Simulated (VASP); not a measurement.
# ScIr: relaxation of cell and atoms with LDA

Crystal: ScIr.

```xyz
2
Lattice="3.2060 0.0000 0.0000 0.0000 3.2060 0.0000 0.0000 0.0000 3.2060" Properties=species:S:1:pos:R:3 pbc="T T T"
Sc    1.6030    1.6030    1.6030
Ir    0.0000    0.0000    0.0000
```

* Program: VASP 6.6.1
* Task: relaxation of cell and atoms
* Functional: LDA
* Potentials or basis: VASP PAW LDA potentials, release 64 (Sc_sv, Ir_sv_GW)
* Cutoff: 560 eV
* k mesh: 12 × 12 × 12
* Occupations: fermi-dirac, width 0.1 eV
* Spin: no spin polarisation
* Dipole correction: no
* Further INCAR settings: ALGO = Normal; EDIFF = 1e-07; IBRION = 2; EDIFFG = -0.002; NSW = 100; ISIF = 3

The relaxed volume is 15.84 Å³/atom and the relaxed cell is a = 3.164 Å, b = 3.164 Å, c = 3.164 Å, α = 90.00°, β = 90.00°, γ = 90.00°. The space group after relaxing (to 0.1 Å) is Pm-3m (No. 221). The energy gained by relaxing is 14.9 meV/atom and the ionic steps are 4. The pressure after relaxing is 0.0 GPa. The band gap on the k mesh is zero (bands 14 and 15 overlap by 0.60 eV).

The path:
| step | energy change (eV) | largest force (eV/Å) | pressure (GPa) | volume (Å³) |
| --- | --- | --- | --- | --- |
| 1 | 0.0000 | 0.0000 | -7.24 | 32.95 |
| 2 | 0.0727 | 0.0000 | 16.18 | 29.53 |
| 3 | -0.0297 | 0.0000 | -0.19 | 31.71 |
| 4 | -0.0297 | 0.0000 | 0.02 | 31.68 |

Final structure:
```
Sc Ir
1.0
     3.16423    0.00000    0.00000
     0.00000    3.16423    0.00000
     0.00000    0.00000    3.16423
Sc Ir
1 1
Direct
  0.50000 0.50000 0.50000
  0.00000 0.00000 0.00000
```

Levels at points of the mesh, in eV from the Fermi level:
| k point | band 10 | band 11 | band 12 | band 13 | band 14 | band 15 | band 16 | band 17 | band 18 |
| --- | --- | --- | --- | --- | --- | --- | --- | --- | --- |
| (0.00, 0.00, 0.00) | -5.23 | -5.23 | -1.93 | -1.93 | -1.93 | 2.29 | 2.29 | 4.52 | 4.52 |
| (0.50, 0.00, 0.00) | -4.07 | -3.04 | -2.35 | -2.35 | -1.29 | 0.03 | 0.51 | 1.65 | 1.65 |
| (0.50, 0.50, 0.00) | -5.12 | -3.38 | -3.38 | -0.27 | 0.35 | 0.99 | 0.99 | 2.87 | 4.45 |
| (0.50, 0.50, 0.50) | -3.75 | -3.75 | -1.16 | -1.16 | -1.16 | -0.19 | -0.19 | 4.55 | 4.55 |

It took 2.9 min on 1 thread of Intel(R) Xeon(R) Platinum 8259CL CPU @ 2.50GHz (Skylake/Cascade Lake) (shared host), peak memory 0.2 GiB.

Caveat: spin-orbit coupling is left out, which moves the levels of the heavy elements. LDA usually gives volumes a few per cent too small.
